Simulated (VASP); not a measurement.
Wanted: the native input for a VASP 6.6.1 run.

| Quantity | Value |
| --- | --- |
| Task | single point |
| Functional | LDA |
| Potentials or basis | VASP PAW LDA potentials, release 64 (I, Na_pv) |
| Cutoff | 520 eV |
| k mesh | 7 × 7 × 7 |
| Occupations | fermi-dirac, width 0.05 eV |
| Spin | no spin polarisation |
| Dipole correction | no |
| Further INCAR settings | ALGO = Normal; EDIFF = 1e-06; NBANDS = 14 |

The structure of NaI lies in POSCAR:

```
NaI
1.0
    0.0000000000      3.1703324822      3.1703324822
    3.1703324822      0.0000000000      3.1703324822
    3.1703324822      3.1703324822      0.0000000000
I Na
1 1
Direct
    0.5000000000      0.5000000000      0.5000000000
    0.0000000000      0.0000000000      0.0000000000
```

This cell differs from its parent crystal: volume scaled by 0.94.

These files were run (other wordings do the same):

INCAR

```
SYSTEM = NaI
  ALGO = Normal
  EDIFF = 1E-6
  ENCUT = 520
  ISIF = 2
  ISMEAR = -1
  LASPH = .True.
  LCHARG = .False.
  LREAL = .False.
  LWAVE = .False.
  NBANDS = 14
  NELM = 100
  PREC = Accurate
  SIGMA = 0.05
```

KPOINTS

```
k-points
0
Gamma
  7 7 7
  0 0 0
```

Potentials or basis: VASP PAW LDA potentials, release 64 (I, Na_pv).

The run is started by

```sh
$ cat potpaw_LDA.64/I/POTCAR potpaw_LDA.64/Na_pv/POTCAR > POTCAR
$ mpirun -np 1 vasp_std > vasp.out
```

Results of the run:

```
Pressure               : -0.7 GPa
Band gap on the k mesh : 3.52 eV, direct
```

Caveat: spin-orbit coupling is left out, which moves the levels of the heavy elements.

Run time: 20 s on 1 thread of Intel Xeon 8259CL (shared host), peak memory 0.17 GiB.
